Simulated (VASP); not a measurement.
Wanted: the native input for a VASP 6.6.1 run.

```yaml
Task: relaxation of cell and atoms
Functional: PBE
Potentials_or_basis: VASP PAW PBE potentials, release 64 (Ta_pv, Ga_d)
Cutoff: 600 eV
k_mesh: 4 × 4 × 4
Occupations: gaussian, width 0.1 eV
Spin: no spin polarisation
Dipole_correction: no
Further_INCAR_settings: ALGO = Normal; EDIFF = 1e-06; IBRION = 2; EDIFFG = -0.04; NSW = 90; ISIF = 3
```

The structure of Ta4Ga lies in POSCAR:

```
Ta4Ga
1.0
   -2.7555420500      2.7555420500      2.7555420500
    2.7555420500     -2.7555420500      2.7555420500
    2.7555420500      2.7555420500     -2.7555420500
Ta Ga
4 1
Direct
    0.0000000000      0.0000000000      0.5000000000
    0.0000000000      0.5000000000      0.0000000000
    0.5000000000      0.0000000000      0.0000000000
    0.5000000000      0.5000000000      0.5000000000
    0.0000000000      0.0000000000      0.0000000000
```

These files were run (other wordings do the same):

INCAR

```
SYSTEM = Ta4Ga
PREC = Accurate
ENCUT = 600
EDIFF = 1E-6
ISMEAR = 0
SIGMA = 0.1
LREAL = .False.
LASPH = .True.
NELM = 100
ALGO = Normal
ISIF = 3
LWAVE = .False.
LCHARG = .False.
GGA = PE
IBRION = 2
NSW = 90
EDIFFG = -0.04
```

KPOINTS

```
Automatic mesh
0
Gamma
  4 4 4
  0 0 0
```

Potentials or basis: VASP PAW PBE potentials, release 64 (Ta_pv, Ga_d).

Run with:

```sh
$ cat potpaw_PBE.64/Ta_pv/POTCAR potpaw_PBE.64/Ga_d/POTCAR > POTCAR
$ mpirun -np 1 vasp_std > vasp.out
```

It gave:

The relaxed volume is 20.77 Å³/atom. The relaxed cell is a = 5.129 Å, b = 5.129 Å, c = 5.129 Å, α = 109.47°, β = 109.47°, γ = 109.47° and the space group after relaxing (to 0.05 Å) is Im-3m (No. 229). The energy gained by relaxing is 499.8 meV/atom and the ionic steps are 5. The pressure after relaxing is 0.0 GPa.

Caveat: the k points lie up to 0.38 Å⁻¹ apart in the final cell; the volume moved by over 15 % at a fixed basis, so the end points are rough.

Run time: 100 s on 1 thread of AMD EPYC 9R45 96-Core Processor (Zen 5), on a shared host, peak memory 0.22 GiB.
